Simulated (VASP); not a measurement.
# Nb (P6_3/mmc) in VASP: notebook

The runs below take Nb through single point, with PBE.

Program: VASP 6.6.1. These are calculated values, not measurements. Logs are shortened: lines on timing, memory, paths and dates and some standing lists are left out, and cuts for length are marked.

## Step 1: The cell of the first run

The structure is hexagonal, space group P6_3/mmc (No. 194). The conventional cell has a = 2.870 Å, b = 2.870 Å, c = 5.242 Å, α = 90.00°, β = 90.00°, γ = 120.00°. Nb (site symmetry -6m2) has 12 Nb at 2.87 to 3.10 Å within 3.8 Å.

This isn't the form of Nb at room conditions, which is bcc.

## Step 2: Single point, PBE (18.70 Å³/atom)

INCAR reads:

```
SYSTEM = Nb
PREC = Accurate ; ENCUT = 520
EDIFF = 1E-6 ; ISMEAR = -1
SIGMA = 0.1 ; LREAL = .False.
LASPH = .True. ; NELM = 100
ALGO = Normal ; ISIF = 2
LWAVE = .False. ; LCHARG = .True.
GGA = PE ; LELF = .True.
LVHAR = .True. ; NBANDS = 20
```

KPOINTS reads:

```
Automatic mesh
0
Gamma
  21 21 10
  0 0 0
```

POSCAR reads:

```
Nb
1.0
    2.8701074230      0.0000000000      0.0000000000
   -1.4350537115      2.4855859399      0.0000000000
    0.0000000000      0.0000000000      5.2418368265
Nb
2
Direct
    0.3333333333      0.6666666667      0.2500000000
    0.6666666667      0.3333333333      0.7500000000
```

Potentials or basis: VASP PAW PBE potentials, release 64 (Nb_sv).

Command:

```console
cat potpaw_PBE.64/Nb_sv/POTCAR > POTCAR
mpirun -np 1 vasp_std > vasp.out
```

OUTCAR:

```text
SYSTEM = Nb
   PREC = Accurate
   ENCUT = 520
   EDIFF = 1E-6
   ISMEAR = -1
   LREAL = .False.
   LASPH = .True.
   NELM = 100
   ISIF = 2
   GGA = PE

 ion  position               nearest neighbor table
   1  0.333  0.667  0.250-
   2  0.667  0.333  0.750-

  LATTYP: Found a hexagonal cell.
 ALAT       =     2.8701074230
 C/A-ratio  =     1.8263556216

  Lattice vectors:

 A1 = (   2.8701074230,   0.0000000000,   0.0000000000)
 A2 = (  -1.4350537115,   2.4855859399,   0.0000000000)
 A3 = (   0.0000000000,   0.0000000000,   5.2418368265)

Analysis of symmetry for initial positions (statically):
=====================================================================
 Subroutine PRICEL returns:
 Original cell was already a primitive cell.

 Routine SETGRP: Setting up the symmetry group for a
 hexagonal supercell.

 Subroutine GETGRP returns: Found 24 space group operations
 (whereof 12 operations were pure point group operations)
 out of a pool of 24 trial point group operations.

The static configuration has the point symmetry D_3d.
 The point group associated with its full space group is D_6h.

Analysis of symmetry for dynamics (positions and initial velocities):
=====================================================================
 Subroutine PRICEL returns:
 Original cell was already a primitive cell.

 Routine SETGRP: Setting up the symmetry group for a
 hexagonal supercell.

 Subroutine GETGRP returns: Found 24 space group operations
 (whereof 12 operations were pure point group operations)
 out of a pool of 24 trial point group operations.

The dynamic configuration has the point symmetry D_3d.
 The point group associated with its full space group is D_6h.

 Subroutine INISYM returns: Found 24 space group operations
 (whereof 12 operations are pure point group operations),
 and found     1 'primitive' translations

----------------------------------------------------------------------------------------

                                     Primitive cell

  volume of cell :      37.3947

  direct lattice vectors                    reciprocal lattice vectors
     2.870107423  0.000000000  0.000000000     0.348419015  0.201159812  0.000000000
    -1.435053711  2.485585940  0.000000000     0.000000000  0.402319624  0.000000000
     0.000000000  0.000000000  5.241836827     0.000000000  0.000000000  0.190772821

[... 77 lines left out ...]
   ISPIN  =      1    spin polarized calculation?
   LNONCOLLINEAR =      F non collinear calculations
   LSORBIT =      F    spin-orbit coupling
   LASPH  =      T    aspherical Exc in radial PAW
   ENCUT  =  520.0 eV  38.22 Ry    6.18 a.u.   5.34  5.34  9.75*2*pi/ulx,y,z
   NELM   =    100;   NELMIN=  2; NELMDL= -5     # of ELM steps
   EDIFF  = 0.1E-05   stopping-criterion for ELM
   LREAL  =      F    real-space projection
   EDIFFG = 0.1E-04   stopping-criterion for IOM
   NSW    =      0    number of steps for IOM
   IBRION =     -1    ionic relax: 0-MD 1-quasi-New 2-CG
   NFREE  =      0    steps in history (QN), initial steepest desc. (CG)
   ISIF   =      2    stress and relaxation
   ISYM   =      2    0-nonsym 1-usesym 2-fastsym
   POTIM  = 0.5000    time-step for ionic-motion
   TEBEG  =    0.0;   TEEND  =   0.0 temperature during run
   PSTRESS=    0.0 pullay stress
   NELECT =      26.0000    total number of electrons
   NUPDOWN=      -1.0000    fix difference up-down
   EMIN   =  10.00;   EMAX   =-10.00  energy-range for DOS
   EFERMI =   0.00;   METHOD = LEGACY
   ISMEAR =    -1;   SIGMA  =   0.10  broadening in eV -4-tet -1-fermi 0-gaus
   EFERMI_NEDOS =   21; number of points for ismear=-14 and -15
   IALGO  =     38    algorithm
   IMIX   =      4    mixing-type and parameters
     AMIX     =   0.40;   BMIX     =  1.00
     AMIX_MAG =   1.60;   BMIX_MAG =  1.00
  volume/ion in A,a.u.               =      18.70       126.18
  Fermi-wavevector in a.u.,A,eV,Ry     =   1.450315  2.740699 28.618697  2.103415
  Thomas-Fermi vector in A             =   2.567942
   LORBIT       =      0    0 simple, 1 ext, 2 COOP (PROOUT), +10 PAW based schemes
   GGA     = PE    functional components
   LHFCALC =     F    Hartree Fock is set to
   AEXX    =    0.0000 exact exchange contribution
   IVDW    =     0    specifies the selected vdW correction
   LEPSILON=     F    determine dielectric tensor
   LRPA    =     F    only Hartree local field effects (RPA)
 non-spin polarized calculation
  energy-cutoff  :      520.00
  volume of cell :       37.39
 maximum number of plane-waves:      1027
 NGX is ok and might be reduce to    24
   NGX = 11   NGY = 11   NGZ = 19

 number of electron      26.0000001 magnetization

 Free energy of the ion-electron system (eV)
  ---------------------------------------------------
  ext. energy  EPLUGINS =         0.00000000
  ---------------------------------------------------
  free energy    TOTEN  =       -19.89054938 eV

  energy without entropy =      -19.79753308  energy(sigma->0) =      -19.84404123

 E-fermi :  11.0223     XC(G=0): -12.2918

 val. band max:       11.0217774336   @ k =   0.4286   0.0952   0.0000
 cond. band min:      11.0248653487   @ k =   0.3810   0.2381   0.2000
 fundamental gap:      0.0030879151
 Fermi energy:        11.0223498815

 k-point     1 :       0.0000    0.0000    0.0000
  band No.  band energies     occupation
      1     -43.7306      2.00000
      2     -43.6081      2.00000
      3     -20.2051      2.00000
      4     -19.2898      2.00000
      5     -19.0668      2.00000
      6     -19.0668      2.00000
[... 541 lines left out ...]
     19      15.2689      0.00000
     20      18.6831      0.00000

 [... further k-points ...]

------------------------ aborting loop because EDIFF is reached ----------------------------------------

  FORCE on cell =-STRESS in cart. coord.  units (eV):
  Direction    XX          YY          ZZ          XY          YZ          ZX
  --------------------------------------------------------------------------------------
  -------------------------------------------------------------------------------------
  Total       -0.1002032     -0.1002032     -0.0580239      0.0000000      0.0000000      0.0000000
  in kB       -4.2932068     -4.2932068     -2.4860332      0.0000000      0.0000000      0.0000000
  external PRESSURE =      -3.6908156 kB  Pullay stress =       0.0000000 kB

 VOLUME and BASIS-vectors are now :
 -----------------------------------------------------------------------------
  energy-cutoff  :      520.00
  volume of cell :       37.39
      direct lattice vectors                 reciprocal lattice vectors
     2.870107423  0.000000000  0.000000000     0.348419015  0.201159812  0.000000000
    -1.435053711  2.485585940  0.000000000     0.000000000  0.402319624  0.000000000
     0.000000000  0.000000000  5.241836827     0.000000000  0.000000000  0.190772821

 POSITION                                       TOTAL-FORCE (eV/Angst)
 -----------------------------------------------------------------------------------
     -0.00000      1.65706      1.31046        -0.000000      0.000000      0.000000
      1.43505      0.82853      3.93138         0.000000     -0.000000      0.000000
 -----------------------------------------------------------------------------------
    total drift:                                0.000000     -0.000000      0.000000

  FREE ENERGIE OF THE ION-ELECTRON SYSTEM (eV)
  ---------------------------------------------------
  free  energy   TOTEN  =       -19.8905493775 eV

  energy  without entropy=      -19.7975330831  energy(sigma->0) =      -19.84404123
```

OSZICAR:

```text
N       E                     dE             d eps       ncg     rms          rms(c)
DAV:   1     0.302367244157E+03    0.30237E+03   -0.14962E+04 11544   0.136E+03
DAV:   2     0.268035768603E+01   -0.29969E+03   -0.29306E+03 12944   0.538E+02
DAV:   3    -0.196229450308E+02   -0.22303E+02   -0.21645E+02 21728   0.108E+02
DAV:   4    -0.206728389842E+02   -0.10499E+01   -0.10412E+01 15540   0.202E+01
DAV:   5    -0.207252041335E+02   -0.52365E-01   -0.52298E-01 19544   0.436E+00    0.953E+00
DAV:   6    -0.199681048834E+02    0.75710E+00   -0.14475E+00 15852   0.116E+01    0.332E+00
DAV:   7    -0.198794331096E+02    0.88672E-01   -0.57039E-01 20384   0.673E+00    0.149E+00
DAV:   8    -0.198906993443E+02   -0.11266E-01   -0.39383E-02 15660   0.200E+00    0.145E-01
DAV:   9    -0.198905520500E+02    0.14729E-03   -0.42836E-03 19364   0.595E-01    0.725E-02
DAV:  10    -0.198905617718E+02   -0.97217E-05   -0.17665E-04 16588   0.144E-01    0.179E-02
DAV:  11    -0.198905491928E+02    0.12579E-04   -0.90575E-06 16000   0.312E-02    0.877E-03
DAV:  12    -0.198905493775E+02   -0.18464E-06   -0.15694E-06  8260   0.189E-02
   1 F= -.19890549E+02 E0= -.19844041E+02  d E =-.930163E-01
```

Wall time 78 s (1 thread of Intel Xeon 6975P-C (Granite Rapids), shared host); peak memory 0.28 GiB.

What came out:

| Property | Result |
| --- | --- |
| Free energy | -19.8905 eV |
| Pressure | -0.4 GPa |
| Band gap on the k mesh | zero (bands 13 and 14 overlap by 2.77 eV) |

Stress tensor (GPa, compression positive):
```
-0.43  0.00  0.00
 0.00 -0.43  0.00
 0.00  0.00 -0.25
```

## Step 3: Single point, PBE (19.45 Å³/atom)

This run uses another cell than the first one, of 19.45 Å³/atom.

INCAR reads:

```
  PREC = Accurate
  ENCUT = 520
  EDIFF = 1E-6
  ISMEAR = -1
  SIGMA = 0.1
  LREAL = False
  LASPH = True
  NELM = 100
  ALGO = Normal
  ISIF = 2
  LWAVE = False
  LCHARG = True
  GGA = PE
  LELF = True
  LVHAR = True
  NBANDS = 20
```

KPOINTS reads:

```
regular mesh
0
Gamma
  21 21 10
```

POSCAR reads:

```
Nb
1.0
    2.9078763256      0.0000000000      0.0000000000
   -1.4539381628      2.5182947691      0.0000000000
    0.0000000000      0.0000000000      5.3108162741
Nb
2
Direct
    0.3333333333      0.6666666667      0.2500000000
    0.6666666667      0.3333333333      0.7500000000
```

Potentials or basis: VASP PAW PBE potentials, release 64 (Nb_sv).

Command:

```console
cat potpaw_PBE.64/Nb_sv/POTCAR > POTCAR
mpirun -np 1 vasp_std > vasp.out
```

Run time: 76 s. Hardware: 1 thread of Intel Xeon 6975P-C (Granite Rapids), shared host; peak memory 0.29 GiB.

It converged, with:

* Free energy: -19.8600 eV
* Pressure: -6.2 GPa
* Band gap on the k mesh: zero (bands 13 and 14 overlap by 2.59 eV)

Stress tensor (GPa, compression positive):
```
-6.44  0.00  0.00
 0.00 -6.44  0.00
 0.00  0.00 -5.74
```

Levels at points of the mesh, in eV from the Fermi level:
```csv
k point,band 10,band 11,band 12,band 13,band 14,band 15,band 16,band 17
"(0.00, 0.00, 0.00)",-3.78,-0.90,0.32,0.34,0.34,0.75,0.75,2.46
"(0.00, 0.00, 0.50)",-4.60,-1.18,-1.18,0.39,0.39,0.39,0.39,3.47
```

Caveat: the cell stands under tension.

## Step 4: Single point, PBE (20.19 Å³/atom)

This run uses another cell than the first one, of 20.19 Å³/atom.

INCAR reads:

```
  PREC = Accurate
  ENCUT = 520
  EDIFF = 1E-7
  ISMEAR = -1
  SIGMA = 0.1
  LREAL = False
  LASPH = True
  NELM = 60
  ALGO = Normal
  ISIF = 2
  LWAVE = False
  LCHARG = False
  GGA = PE
  NBANDS = 20
```

KPOINTS reads:

```
Automatic mesh
0
Gamma
  21 21 10
```

POSCAR reads:

```
Nb
1.0
    2.9446887947      0.0000000000      0.0000000000
   -1.4723443973      2.5501753024      0.0000000000
    0.0000000000      0.0000000000      5.3780489339
Nb
2
Direct
    0.3333333333      0.6666666667      0.2500000000
    0.6666666667      0.3333333333      0.7500000000
```

Command:

```console
cat potpaw_PBE.64/Nb_sv/POTCAR > POTCAR
mpirun -np 1 vasp_std > vasp.out
```

Wall time 85 s (1 thread of Intel Xeon 6975P-C (Granite Rapids), shared host); peak memory 0.29 GiB.

It converged, with:

| Property | Result |
| --- | --- |
| Free energy | -19.7797 eV |
| Pressure | -11.0 GPa |
| Band gap on the k mesh | zero (bands 13 and 14 overlap by 2.45 eV) |

Stress tensor (GPa, compression positive):
```
-11.42   0.00   0.00
  0.00 -11.42   0.00
  0.00   0.00 -10.25
```

Levels at points of the mesh, in eV from the Fermi level:
```tsv
k point	band 10	band 11	band 12	band 13	band 14	band 15	band 16	band 17
(0.00, 0.00, 0.00)	-3.67	-0.84	0.24	0.34	0.34	0.73	0.73	2.36
(0.00, 0.00, 0.50)	-4.55	-1.13	-1.13	0.40	0.40	0.40	0.40	3.32
```

Caveat: the cell stands under tension.

## Step 5: Single point, PBE (20.94 Å³/atom)

This run uses another cell than the first one, of 20.94 Å³/atom.

INCAR reads:

```
SYSTEM = Nb
  PREC = Accurate
  ENCUT = 520
  EDIFF = 1E-6
  ISMEAR = -1
  SIGMA = 0.1
  LREAL = .False.
  LASPH = .True.
  NELM = 60
  ALGO = Normal
  ISIF = 2
  LWAVE = .False.
  LCHARG = .False.
  GGA = PE
  NBANDS = 20
```

KPOINTS reads:

```
Automatic mesh
0
Gamma
  21 21 10
  0 0 0
```

POSCAR reads:

```
Nb
1.0
    2.9806031732      0.0000000000      0.0000000000
   -1.4903015866      2.5812780666      0.0000000000
    0.0000000000      0.0000000000      5.4436413609
Nb
2
Direct
    0.3333333333      0.6666666667      0.2500000000
    0.6666666667      0.3333333333      0.7500000000
```

Command:

```console
cat potpaw_PBE.64/Nb_sv/POTCAR > POTCAR
mpirun -np 1 vasp_std > vasp.out
```

Wall time 79 s (1 thread of Intel Xeon 6975P-C (Granite Rapids), shared host); peak memory 0.3 GiB.

Results (log left out):

| Property | Result |
| --- | --- |
| Free energy | -19.6585 eV |
| Pressure | -15.0 GPa |
| Band gap on the k mesh | zero (bands 13 and 14 overlap by 2.32 eV) |

Stress tensor (GPa, compression positive):
```
-15.54   0.00   0.00
  0.00 -15.54   0.00
  0.00   0.00 -13.91
```

Levels at points of the mesh, in eV from the Fermi level:
| k point | band 9 | band 10 | band 11 | band 12 | band 13 | band 14 | band 15 | band 16 | band 17 | band 18 |
| --- | --- | --- | --- | --- | --- | --- | --- | --- | --- | --- |
| (0.00, 0.00, 0.00) | -5.92 | -3.57 | -0.78 | 0.18 | 0.35 | 0.35 | 0.72 | 0.72 | 2.26 | 2.26 |
| (0.00, 0.00, 0.50) | -4.49 | -4.49 | -1.08 | -1.08 | 0.40 | 0.40 | 0.40 | 0.40 | 3.17 | 3.17 |

Caveat: the cell stands under tension.

## Step 6: Overview

```tsv
cell	gap on the mesh (eV)	pressure (GPa)
a = 2.870, b = 2.870, c = 5.242 Å, angles 90.0, 90.0, 120.0°, 2 atoms	none	-0.4
a = 2.908, b = 2.908, c = 5.311 Å, angles 90.0, 90.0, 120.0°, 2 atoms	none	-6.2
a = 2.945, b = 2.945, c = 5.378 Å, angles 90.0, 90.0, 120.0°, 2 atoms	none	-11.0
a = 2.981, b = 2.981, c = 5.444 Å, angles 90.0, 90.0, 120.0°, 2 atoms	none	-15.0
```

Alike in all rows: task single point; level PBE; potentials or basis VASP PAW PBE potentials, release 64 (Nb_sv); no spin polarisation; k mesh 21 × 21 × 10; cutoff (eV) 520; smearing fermi-dirac 0.1 eV.

Caveats: the cell stands under tension (at least some runs).

Total energies depend on the potentials used, so only differences within one code and one set of settings carry meaning.
